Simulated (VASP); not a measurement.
Set up this calculation in VASP 6.6.1, as the native input.

* Task: single point
* Functional: LDA
* Potentials or basis: VASP PAW LDA potentials, release 64 (C_h)
* Cutoff: 1300 eV
* k mesh: 14 × 14 × 14
* Occupations: fermi-dirac, width 0.02 eV
* Spin: no spin polarisation
* Dipole correction: no
* Further INCAR settings: ALGO = Normal; EDIFF = 1e-06; NBANDS = 11

The structure of C lies in POSCAR:

```
C
1.0
    0.0000000000      1.7658614235      1.7658614235
    1.7658614235      0.0000000000      1.7658614235
    1.7658614235      1.7658614235      0.0000000000
C
2
Direct
   -0.1250000000     -0.1250000000     -0.1250000000
    0.1250000000      0.1250000000      0.1250000000
```

The input as run:

INCAR

```
  PREC = Accurate
  ENCUT = 1300
  EDIFF = 1E-6
  ISMEAR = -1
  SIGMA = 0.02
  LREAL = F
  LASPH = T
  NELM = 120
  ALGO = Normal
  ISIF = 2
  LWAVE = F
  LCHARG = F
  GGA = CA
  NBANDS = 11
  GGA_COMPAT = F
```

KPOINTS

```
regular mesh
0
Gamma
  14 14 14
```

Potentials or basis: VASP PAW LDA potentials, release 64 (C_h).

Launch:

```bash
$ cat potpaw_LDA.64/C_h/POTCAR > POTCAR
$ mpirun -np 1 vasp_std > vasp.out
```

Results of the run:

| Property | Result |
| --- | --- |
| Pressure | 0.9 GPa |
| Band gap on the k mesh | 4.17 eV (least direct gap 5.63 eV) |

Wall time 33 s on 1 thread of Intel(R) Xeon(R) Platinum 8375C CPU @ 2.90GHz (Ice Lake), with other jobs on the host, peak memory 0.16 GiB.
